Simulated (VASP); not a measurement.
# ZnO in VASP: a series of runs

Runs on ZnO. Level: LDA. Tasks: single point.

Program: VASP 6.6.1. These are calculated values, not measurements. Logs are shortened: lines on timing, memory, paths and dates and some standing lists are left out, and cuts for length are marked.

### Step 1. The cell of the first run

It takes space group P6_3mc (No. 186, hexagonal). Conventional cell: a = 3.237 Å, b = 3.237 Å, c = 5.222 Å, α = 90.00°, β = 90.00°, γ = 120.00°. Zn (site symmetry 3m) has 4 O at 1.97 to 1.98 Å within 2.6 Å. Within 2.6 Å of O (site symmetry 3m) lie 4 Zn at 1.97 to 1.98 Å.

### Step 2. Single point, LDA

INCAR reads:

```
PREC     = Accurate       # precision mode
ENCUT    = 520            # plane-wave cutoff, eV
EDIFF    = 1E-7           # SCF threshold, eV
ISMEAR   = -1             # smearing method
SIGMA    = 0.05           # smearing width, eV
LREAL    = F              # projectors in reciprocal space
LASPH    = T              # aspherical terms in the spheres
NELM     = 60             # most SCF steps
ALGO     = Normal         # electronic algorithm
ISIF     = 2              # what is computed and relaxed
LWAVE    = F              # write WAVECAR
LCHARG   = F              # write CHGCAR
GGA      = CA             # functional
NBANDS   = 26             # bands
```

KPOINTS reads:

```
Automatic mesh
0
Gamma
  12 12 7
```

POSCAR reads:

```
ZnO
1.0
    3.2373510235      0.0000000000      0.0000000000
   -1.6186755117      2.8036282273      0.0000000000
    0.0000000000      0.0000000000      5.2220613000
Zn O
2 2
Direct
    0.6666666700      0.3333333300      0.5005917000
    0.3333333300      0.6666666700      0.0005917000
    0.6666666700      0.3333333300      0.8797183000
    0.3333333300      0.6666666700      0.3797183000
```

Potentials or basis: VASP PAW LDA potentials, release 64 (Zn, O).

On the command line:

```bash
$ cat potpaw_LDA.64/Zn/POTCAR potpaw_LDA.64/O/POTCAR > POTCAR
$ mpirun -np 1 vasp_std > vasp.out
```

OUTCAR:

```text
PREC = Accurate
   ENCUT = 520
   EDIFF = 1E-7
   ISMEAR = -1
   LREAL = F
   LASPH = T
   NELM = 60
   ISIF = 2
   GGA = CA

 ion  position               nearest neighbor table
   1  0.667  0.333  0.501-   4 1.97   4 1.97   4 1.97   3 1.98
   2  0.333  0.667  0.001-   3 1.97   3 1.97   3 1.97   4 1.98
   3  0.667  0.333  0.880-   2 1.97   2 1.97   2 1.97   1 1.98
   4  0.333  0.667  0.380-   1 1.97   1 1.97   1 1.97   2 1.98

  LATTYP: Found a hexagonal cell.
 ALAT       =     3.2373510235
 C/A-ratio  =     1.6130661340

  Lattice vectors:

 A1 = (   3.2373510235,   0.0000000000,   0.0000000000)
 A2 = (  -1.6186755117,   2.8036282273,   0.0000000000)
 A3 = (   0.0000000000,   0.0000000000,   5.2220613000)

Analysis of symmetry for initial positions (statically):
=====================================================================
 Subroutine PRICEL returns:
 Original cell was already a primitive cell.

 Routine SETGRP: Setting up the symmetry group for a
 hexagonal supercell.

 Subroutine GETGRP returns: Found 12 space group operations
 (whereof  6 operations were pure point group operations)
 out of a pool of 24 trial point group operations.

The static configuration has the point symmetry C_3v.
 The point group associated with its full space group is C_6v.

Analysis of symmetry for dynamics (positions and initial velocities):
=====================================================================
 Subroutine PRICEL returns:
 Original cell was already a primitive cell.

 Routine SETGRP: Setting up the symmetry group for a
 hexagonal supercell.

 Subroutine GETGRP returns: Found 12 space group operations
 (whereof  6 operations were pure point group operations)
 out of a pool of 24 trial point group operations.

The dynamic configuration has the point symmetry C_3v.
 The point group associated with its full space group is C_6v.

 Subroutine INISYM returns: Found 12 space group operations
 (whereof  6 operations are pure point group operations),
 and found     1 'primitive' translations

----------------------------------------------------------------------------------------

                                     Primitive cell

  volume of cell :      47.3971

  direct lattice vectors                    reciprocal lattice vectors
     3.237351024  0.000000000  0.000000000     0.308894523  0.178340336  0.000000000
    -1.618675512  2.803628227  0.000000000     0.000000000  0.356680672  0.000000000
     0.000000000  0.000000000  5.222061300     0.000000000  0.000000000  0.191495263

  length of vectors
     3.237351024  3.237351023  5.222061300     0.356680672  0.356680672  0.191495263

  position of ions in fractional coordinates (direct lattice)
     0.666666670  0.333333330  0.500591700
     0.333333330  0.666666670  0.000591700
     0.666666670  0.333333330  0.879718300
     0.333333330  0.666666670  0.379718300

  ion indices of the primitive-cell ions
   primitive index   ion index
                 1           1
                 2           2
                 3           3
                 4           4

----------------------------------------------------------------------------------------

 KPOINTS: Automatic mesh

Automatic generation of k-mesh.
 Grid dimensions read from file:
 generate k-points for:   12   12    7

 Generating k-lattice:

  Cartesian coordinates                     Fractional coordinates (reciprocal lattice)
     0.025741210  0.014861695  0.000000000     0.083333333  0.000000000  0.000000000
     0.000000000  0.029723389  0.000000000     0.000000000  0.083333333  0.000000000
     0.000000000  0.000000000  0.027356466     0.000000000  0.000000000  0.142857143

  Length of vectors
     0.029723389  0.029723389  0.027356466

  Shift w.r.t. Gamma in fractional coordinates (k-lattice)
     0.000000000  0.000000000  0.000000000

 Subroutine IBZKPT returns following result:
 ===========================================

 Found     76 irreducible k-points:

 Following reciprocal coordinates:
            Coordinates               Weight
  0.000000  0.000000  0.000000      1.000000
  0.083333 -0.000000  0.000000      6.000000
  0.166667 -0.000000  0.000000      6.000000
  0.250000 -0.000000  0.000000      6.000000
  0.333333  0.000000  0.000000      6.000000
  0.416667  0.000000  0.000000      6.000000
[... 16 lines left out ...]
  0.250000 -0.000000  0.142857     12.000000
  0.333333  0.000000  0.142857     12.000000
 [... further k-points ...]
   k-points           NKPTS =     76   k-points in BZ     NKDIM =     76   number of bands    NBANDS=     26
   number of dos      NEDOS =    301   number of ions     NIONS =      4
   total plane-waves  NPLWV =  23040
   dimension x,y,z NGX =    24 NGY =   24 NGZ =   40
   dimension x,y,z NGXF=    48 NGYF=   48 NGZF=   80
   ions per type =               2   2
   NGX,Y,Z   is equivalent  to a cutoff of  12.32, 12.32, 12.73 a.u.
   NGXF,Y,Z  is equivalent  to a cutoff of  24.65, 24.65, 25.47 a.u.
 SYSTEM =  unknown system
   PREC   = accura    normal or accurate (medium, high low for compatibility)
   ISTART =      0    job   : 0-new  1-cont  2-samecut
   ICHARG =      2    charge: 1-file 2-atom 10-const
   ISPIN  =      1    spin polarized calculation?
   LNONCOLLINEAR =      F non collinear calculations
   LSORBIT =      F    spin-orbit coupling
   LASPH  =      T    aspherical Exc in radial PAW
   ENCUT  =  520.0 eV  38.22 Ry    6.18 a.u.   6.02  6.02  9.71*2*pi/ulx,y,z
   NELM   =     60;   NELMIN=  2; NELMDL= -5     # of ELM steps
   EDIFF  = 0.1E-06   stopping-criterion for ELM
   LREAL  =      F    real-space projection
   EDIFFG = 0.1E-05   stopping-criterion for IOM
   NSW    =      0    number of steps for IOM
   IBRION =     -1    ionic relax: 0-MD 1-quasi-New 2-CG
   NFREE  =      0    steps in history (QN), initial steepest desc. (CG)
   ISIF   =      2    stress and relaxation
   ISYM   =      2    0-nonsym 1-usesym 2-fastsym
   POTIM  = 0.5000    time-step for ionic-motion
   TEBEG  =    0.0;   TEEND  =   0.0 temperature during run
   PSTRESS=    0.0 pullay stress
   NELECT =      36.0000    total number of electrons
   NUPDOWN=      -1.0000    fix difference up-down
   EMIN   =  10.00;   EMAX   =-10.00  energy-range for DOS
   EFERMI =   0.00;   METHOD = LEGACY
   ISMEAR =    -1;   SIGMA  =   0.05  broadening in eV -4-tet -1-fermi 0-gaus
   EFERMI_NEDOS =   21; number of points for ismear=-14 and -15
   IALGO  =     38    algorithm
   IMIX   =      4    mixing-type and parameters
     AMIX     =   0.40;   BMIX     =  1.00
     AMIX_MAG =   1.60;   BMIX_MAG =  1.00
  volume/ion in A,a.u.               =      11.85        79.96
  Fermi-wavevector in a.u.,A,eV,Ry     =   1.493682  2.822650 30.355784  2.231087
  Thomas-Fermi vector in A             =   2.606052
   LORBIT       =      0    0 simple, 1 ext, 2 COOP (PROOUT), +10 PAW based schemes
   GGA     = CA    functional components
   LHFCALC =     F    Hartree Fock is set to
   AEXX    =    0.0000 exact exchange contribution
   IVDW    =     0    specifies the selected vdW correction
   LEPSILON=     F    determine dielectric tensor
   LRPA    =     F    only Hartree local field effects (RPA)
 non-spin polarized calculation
  energy-cutoff  :      520.00
  volume of cell :       47.40
 maximum number of plane-waves:      1302
   NGX = 13   NGY = 13   NGZ = 19

 number of electron      36.0000020 magnetization

 Free energy of the ion-electron system (eV)
  ---------------------------------------------------
  ext. energy  EPLUGINS =         0.00000000
  ---------------------------------------------------
  free energy    TOTEN  =       -21.13036560 eV

  energy without entropy =      -21.13036209  energy(sigma->0) =      -21.13036385

 E-fermi :   1.3494     XC(G=0): -11.4863

 val. band max:        0.9214923930   @ k =   0.0000   0.0000   0.0000
 cond. band min:       1.6617528473   @ k =   0.0000   0.0000   0.0000
 fundamental gap:      0.7402604543
 Fermi energy:         1.3494359099

 k-point     1 :       0.0000    0.0000    0.0000
  band No.  band energies     occupation
      1     -16.9200      2.00000
      2     -16.1476      2.00000
      3      -4.8766      2.00000
      4      -4.8766      2.00000
      5      -4.8331      2.00000
      6      -4.8295      2.00000
[... 18 lines left out ...]
     25      14.9137      0.00000
     26      14.9137      0.00000

 k-point     2 :       0.0833   -0.0000    0.0000
  band No.  band energies     occupation
      1     -16.8789      2.00000
      2     -16.1291      2.00000
      3      -4.9245      2.00000
      4      -4.8539      2.00000
      5      -4.8073      2.00000
      6      -4.7739      2.00000
[... 18 lines left out ...]
     25      14.8323      0.00000
     26      15.0072      0.00000

 k-point     3 :       0.1667   -0.0000    0.0000
  band No.  band energies     occupation
      1     -16.7634      2.00000
      2     -16.0799      2.00000
      3      -5.0332      2.00000
      4      -4.7944      2.00000
      5      -4.7719      2.00000
      6      -4.7010      2.00000
[... 18 lines left out ...]
     25      14.7952      0.00000
     26      15.1028      0.00000

 k-point     4 :       0.2500   -0.0000    0.0000
  band No.  band energies     occupation
      1     -16.5952      2.00000
      2     -16.0174      2.00000
      3      -5.1433      2.00000
      4      -4.7942      2.00000
      5      -4.7217      2.00000
      6      -4.6029      2.00000
[... 18 lines left out ...]
     25      14.1161      0.00000
     26      14.9619      0.00000
[... 496 lines left out ...]
      1     -16.7308      2.00000
      2     -16.1149      2.00000
      3      -5.0576      2.00000
      4      -4.8569      2.00000
      5      -4.7873      2.00000
      6      -4.7343      2.00000
[... 18 lines left out ...]
     25      14.1256      0.00000
     26      14.9419      0.00000

 k-point    23 :       0.2500   -0.0000    0.1429
  band No.  band energies     occupation
      1     -16.5669      2.00000
      2     -16.0462      2.00000
      3      -5.1668      2.00000
      4      -4.8745      2.00000
      5      -4.7111      2.00000
      6      -4.6222      2.00000
[... 18 lines left out ...]
     25      14.1166      0.00000
     26      14.8631      0.00000

 k-point    24 :       0.3333    0.0000    0.1429
  band No.  band energies     occupation
      1     -16.3869      2.00000
      2     -15.9872      2.00000
      3      -5.2208      2.00000
      4      -4.9120      2.00000
      5      -4.6478      2.00000
      6      -4.4858      2.00000
[... 18 lines left out ...]
     25      14.1777      0.00000
     26      14.8070      0.00000

 [... further k-points ...]
[... 5 lines left out ...]
  --------------------------------------------------------------------------------------
  -------------------------------------------------------------------------------------
  Total       -1.6462990     -1.6462990     -1.5786719     -0.0000000      0.0000000      0.0000000
  in kB      -55.6502508    -55.6502508    -53.3642341     -0.0000000      0.0000000      0.0000000
  external PRESSURE =     -54.8882452 kB  Pullay stress =       0.0000000 kB

 VOLUME and BASIS-vectors are now :
 -----------------------------------------------------------------------------
  energy-cutoff  :      520.00
  volume of cell :       47.40
      direct lattice vectors                 reciprocal lattice vectors
     3.237351024  0.000000000  0.000000000     0.308894523  0.178340336  0.000000000
    -1.618675512  2.803628227  0.000000000     0.000000000  0.356680672  0.000000000
     0.000000000  0.000000000  5.222061300     0.000000000  0.000000000  0.191495263

 POSITION                                       TOTAL-FORCE (eV/Angst)
 -----------------------------------------------------------------------------------
      1.61868      0.93454      2.61412        -0.000000     -0.000000      0.003280
     -0.00000      1.86909      0.00309         0.000000      0.000000      0.003280
      1.61868      0.93454      4.59394         0.000000     -0.000000     -0.003280
     -0.00000      1.86909      1.98291        -0.000000      0.000000     -0.003280
 -----------------------------------------------------------------------------------
    total drift:                               -0.000016      0.000008      0.001170

  FREE ENERGIE OF THE ION-ELECTRON SYSTEM (eV)
  ---------------------------------------------------
  free  energy   TOTEN  =       -21.1303656039 eV

  energy  without entropy=      -21.1303620935  energy(sigma->0) =      -21.13036385
```

Run time: 83 s. Hardware: 1 thread of Intel Xeon Platinum 8259CL at 2.50GHz (Skylake/Cascade Lake), shared host; peak memory 0.19 GiB.

Results:

* Free energy: -21.1304 eV
* Pressure: -5.5 GPa
* Largest force: 0.003 eV/Å
* Band gap on the k mesh: 0.74 eV, direct

Forces on the atoms (eV/Å):
```
Zn   0.000  0.000  0.003
Zn   0.000  0.000  0.003
O    0.000  0.000 -0.003
O    0.000  0.000 -0.003
```

(Part 1 of 2 ends here.)
